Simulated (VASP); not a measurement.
# MgBe3S (P31m) in VASP: single point with PBE

Aim: the single point of MgBe3S with PBE.

Program: VASP 6.6.1. These are calculated values, not measurements. Logs are shortened: lines on timing, memory, paths and dates and some standing lists are left out, and cuts for length are marked.

## Step 1: The cell of the first run

It takes space group P31m (No. 157, trigonal). Conventional cell: a = 4.027 Å, b = 4.027 Å, c = 4.622 Å, α = 90.00°, β = 90.00°, γ = 120.00°. Within 2.7 Å of Mg (site symmetry 3m) lie 2 S at 2.03 to 2.60 Å and 3 Be at 2.68 Å. Within 2.4 Å of Be (site symmetry m) lie 2 S at 1.79 to 2.38 Å and 4 Be at 2.08 Å. S (site symmetry 3m) has 6 Be at 1.79 to 2.38 Å and 1 Mg at 2.03 Å within 2.4 Å.

## Step 2: Single point, PBE

Contents of INCAR:

```
  ALGO = Normal
  EDIFF = 1E-6
  ENCUT = 520
  GGA = PE
  ISIF = 2
  ISMEAR = 0
  LASPH = T
  LCHARG = F
  LREAL = F
  LWAVE = F
  NBANDS = 15
  NELM = 60
  PREC = Accurate
  SIGMA = 0.1
```

Contents of KPOINTS:

```
k-points
0
Gamma
  6 6 4
```

Contents of POSCAR:

```
MgBe3S
1.0
    4.0267625400      0.0000000000      0.0000000000
   -2.0133812700      3.4872786500      0.0000000000
    0.0000000000      0.0000000000      4.6216893900
Mg Be S
1 3 1
Direct
    0.0000000000      0.0000000000      0.3871077600
    0.4244837300      0.0000000000      0.9394813500
    0.0000000000      0.4244837300      0.9394813500
    0.5755162700      0.5755162700      0.9394813500
    0.0000000000      0.0000000000      0.8252934700
```

Potentials or basis: VASP PAW PBE potentials, release 64 (Mg, Be, S).

Command:

```bash
cat potpaw_PBE.64/Mg/POTCAR potpaw_PBE.64/Be/POTCAR potpaw_PBE.64/S/POTCAR > POTCAR
mpirun -np 1 vasp_std > vasp.out
```

OUTCAR:

```text
EDIFF = 1E-6
   ENCUT = 520
   GGA = PE
   ISIF = 2
   ISMEAR = 0
   LASPH = T
   LREAL = F
   NELM = 60
   PREC = Accurate

 ion  position               nearest neighbor table
   1  0.000  0.000  0.387-   5 2.03   5 2.60   3 2.68   4 2.68   2 2.68
   2  0.424  0.000  0.939-   5 1.79   4 2.08   3 2.08   3 2.08   4 2.08   5 2.38   1 2.68
   3  0.000  0.424  0.939-   5 1.79   2 2.08   2 2.08   4 2.08   4 2.08   5 2.38   1 2.68
   4  0.576  0.576  0.939-   5 1.79   2 2.08   2 2.08   3 2.08   3 2.08   5 2.38   1 2.68
   5  0.000  0.000  0.825-   3 1.79   4 1.79   2 1.79   1 2.03   4 2.38   3 2.38   2 2.38   1 2.60

  LATTYP: Found a hexagonal cell.
 ALAT       =     4.0267625400
 C/A-ratio  =     1.1477432166

  Lattice vectors:

 A1 = (   4.0267625400,   0.0000000000,   0.0000000000)
 A2 = (  -2.0133812700,   3.4872786500,   0.0000000000)
 A3 = (   0.0000000000,   0.0000000000,   4.6216893900)

Analysis of symmetry for initial positions (statically):
=====================================================================
 Subroutine PRICEL returns:
 Original cell was already a primitive cell.

 Routine SETGRP: Setting up the symmetry group for a
 hexagonal supercell.

 Subroutine GETGRP returns: Found  6 space group operations
 (whereof  6 operations were pure point group operations)
 out of a pool of 24 trial point group operations.

The static configuration has the point symmetry C_3v.

Analysis of symmetry for dynamics (positions and initial velocities):
=====================================================================
 Subroutine PRICEL returns:
 Original cell was already a primitive cell.

 Routine SETGRP: Setting up the symmetry group for a
 hexagonal supercell.

 Subroutine GETGRP returns: Found  6 space group operations
 (whereof  6 operations were pure point group operations)
 out of a pool of 24 trial point group operations.

The dynamic configuration has the point symmetry C_3v.

 Subroutine INISYM returns: Found  6 space group operations
 (whereof  6 operations are pure point group operations),
 and found     1 'primitive' translations

----------------------------------------------------------------------------------------

                                     Primitive cell

  volume of cell :      64.8998

  direct lattice vectors                    reciprocal lattice vectors
     4.026762540  0.000000000  0.000000000     0.248338458  0.143378276  0.000000000
    -2.013381270  3.487278650  0.000000000     0.000000000  0.286756552  0.000000000
[... 105 lines left out ...]
   ISMEAR =     0;   SIGMA  =   0.10  broadening in eV -4-tet -1-fermi 0-gaus
   EFERMI_NEDOS =   21; number of points for ismear=-14 and -15
   IALGO  =     38    algorithm
   IMIX   =      4    mixing-type and parameters
     AMIX     =   0.40;   BMIX     =  1.00
     AMIX_MAG =   1.60;   BMIX_MAG =  1.00
  volume/ion in A,a.u.               =      12.98        87.59
  Fermi-wavevector in a.u.,A,eV,Ry     =   0.981830  1.855390 13.115886  0.963990
  Thomas-Fermi vector in A             =   2.112867
   LORBIT       =      0    0 simple, 1 ext, 2 COOP (PROOUT), +10 PAW based schemes
   GGA     = PE    functional components
   LHFCALC =     F    Hartree Fock is set to
   AEXX    =    0.0000 exact exchange contribution
   IVDW    =     0    specifies the selected vdW correction
   LEPSILON=     F    determine dielectric tensor
   LRPA    =     F    only Hartree local field effects (RPA)
 non-spin polarized calculation
 Gauss-broadening in eV      SIGMA  =   0.10
  energy-cutoff  :      520.00
  volume of cell :       64.90
 maximum number of plane-waves:      1769
 NGX is ok and might be reduce to    30
   NGX = 15   NGY = 15   NGZ = 17

 number of electron      14.0000002 magnetization

 Free energy of the ion-electron system (eV)
  ---------------------------------------------------
  ext. energy  EPLUGINS =         0.00000000
  ---------------------------------------------------
  free energy    TOTEN  =       -12.17688874 eV

  energy without entropy =      -12.15873770  energy(sigma->0) =      -12.16781322

 E-fermi :   5.5958     XC(G=0):  -9.4858

 val. band max:        5.5837189447   @ k =  -0.1667   0.5000   0.2500
 cond. band min:       5.6024258295   @ k =   0.3333   0.3333   0.0000
 fundamental gap:      0.0187068847
 Fermi energy:         5.5958072901

 k-point     1 :       0.0000    0.0000    0.0000
  band No.  band energies     occupation
      1     -11.4011      2.00000
      2      -2.0171      2.00000
      3      -2.0171      2.00000
      4      -1.9611      2.00000
      5       1.1013      2.00000
      6       3.7308      2.00000
      7       4.0612      2.00000
      8       7.2745      0.00000
      9       7.2745      0.00000
     10       8.3657      0.00000
     11       9.7745      0.00000
     12       9.7745      0.00000
     13      12.1702      0.00000
     14      12.1702      0.00000
[... 401 lines left out ...]
      2      -3.0640      2.00000
      3      -3.0640      2.00000
      4      -1.9928      2.00000
      5       2.6990      2.00000
      6       2.6990      2.00000
      7       4.6704      2.00000
      8       4.6704      2.00000
      9       8.1408      0.00000
     10      10.4436      0.00000
     11      11.7023      0.00000
     12      12.6363      0.00000
     13      12.6363      0.00000
     14      13.1909      0.00000
     15      13.1909      0.00000

------------------------ aborting loop because EDIFF is reached ----------------------------------------

  FORCE on cell =-STRESS in cart. coord.  units (eV):
  Direction    XX          YY          ZZ          XY          YZ          ZX
  --------------------------------------------------------------------------------------
  -------------------------------------------------------------------------------------
  Total       12.7927586     12.7927586     15.8286161      0.0000000      0.0000000     -0.0000000
  in kB      315.8139891    315.8139882    390.7600012      0.0000000      0.0000000     -0.0000000
  external PRESSURE =     340.7959928 kB  Pullay stress =       0.0000000 kB

 VOLUME and BASIS-vectors are now :
 -----------------------------------------------------------------------------
  energy-cutoff  :      520.00
  volume of cell :       64.90
      direct lattice vectors                 reciprocal lattice vectors
     4.026762540  0.000000000  0.000000000     0.248338458  0.143378276  0.000000000
    -2.013381270  3.487278650  0.000000000     0.000000000  0.286756552  0.000000000
     0.000000000  0.000000000  4.621689390     0.000000000  0.000000000  0.216371096

 POSITION                                       TOTAL-FORCE (eV/Angst)
 -----------------------------------------------------------------------------------
      0.00000      0.00000      1.78909         0.000000      0.000000     -4.978590
      1.70930      0.00000      4.34199         3.618726      0.000000      1.361318
     -0.85465      1.48029      4.34199        -1.809363      3.133909      1.361318
      1.15873      2.00699      4.34199        -1.809363     -3.133909      1.361318
      0.00000      0.00000      3.81425         0.000000     -0.000000      0.894637
 -----------------------------------------------------------------------------------
    total drift:                               -0.000000     -0.000000     -0.000459

  FREE ENERGIE OF THE ION-ELECTRON SYSTEM (eV)
  ---------------------------------------------------
  free  energy   TOTEN  =       -12.1768887426 eV

  energy  without entropy=      -12.1587377015  energy(sigma->0) =      -12.16781322
```

OSZICAR:

```text
N       E                     dE             d eps       ncg     rms          rms(c)
DAV:   1     0.387793511729E+02    0.38779E+02   -0.53838E+03   720   0.769E+02
DAV:   2    -0.118972627585E+02   -0.50677E+02   -0.46354E+02   968   0.143E+02
DAV:   3    -0.148583541146E+02   -0.29611E+01   -0.29391E+01   986   0.355E+01
DAV:   4    -0.148977935764E+02   -0.39439E-01   -0.39418E-01   888   0.454E+00
DAV:   5    -0.148985459935E+02   -0.75242E-03   -0.75238E-03  1014   0.655E-01    0.168E+01
DAV:   6    -0.125310777398E+02    0.23675E+01   -0.27664E+00   944   0.751E+00    0.986E+00
DAV:   7    -0.122211019367E+02    0.30998E+00   -0.17165E+00   979   0.554E+00    0.321E+00
DAV:   8    -0.122159132961E+02    0.51886E-02   -0.57144E-01   874   0.324E+00    0.123E+00
DAV:   9    -0.121780412156E+02    0.37872E-01   -0.16166E-01   874   0.169E+00    0.196E-01
DAV:  10    -0.121768907042E+02    0.11505E-02   -0.58912E-03   867   0.428E-01    0.828E-02
DAV:  11    -0.121768836639E+02    0.70403E-05   -0.18275E-04  1014   0.787E-02    0.386E-02
DAV:  12    -0.121768878076E+02   -0.41436E-05   -0.19315E-05   874   0.248E-02    0.868E-03
DAV:  13    -0.121768887426E+02   -0.93501E-06   -0.61125E-06   944   0.125E-02
   1 F= -.12176889E+02 E0= -.12167813E+02  d E =-.181510E-01
```

stdout:

```text
POSCAR found type information on POSCAR MgBeS
 POSCAR found :  3 types and       5 ions
 scaLAPACK will be used
 LDA part: xc-table for (Slater+PW92), standard interpolation
 POSCAR, INCAR and KPOINTS ok, starting setup
 FFT: planning ... GRIDC
 FFT: planning ... GRID_SOFT
 FFT: planning ... GRID
 WAVECAR not read
 entering main loop
```

Wall time 22 s (1 thread of Intel Xeon Platinum 8259CL at 2.50GHz (Skylake/Cascade Lake), shared host); peak memory 0.19 GiB.

Results:

| Property | Result |
| --- | --- |
| Free energy | -12.1769 eV |
| Pressure | 34.1 GPa |
| Largest force | 4.979 eV/Å |
| Band gap on the k mesh | zero (band 7 reaches 6.06 eV, above the bottom of band 8 at 4.67 eV) |

Forces on the atoms (eV/Å):
```
Mg   0.000  0.000 -4.979
Be   3.619  0.000  1.361
Be  -1.809  3.134  1.361
Be  -1.809 -3.134  1.361
S    0.000  0.000  0.895
```

Levels at points of the mesh, in eV from the Fermi level:
```csv
k point,band 5,band 6,band 7,band 8,band 9,band 10
"(0.00, 0.00, 0.00)",-4.49,-1.87,-1.53,1.68,1.68,2.77
"(0.50, 0.00, 0.00)",-3.93,-2.21,-0.46,1.12,1.80,2.46
"(0.00, 0.00, 0.50)",-3.00,-1.78,-1.25,1.78,1.78,3.28
"(0.50, 0.00, 0.50)",-3.60,-3.56,0.46,1.00,1.23,4.75
```

Caveat: forces of over 1 eV/Å act on the atoms, so gaps and moduli don't describe the material at rest.
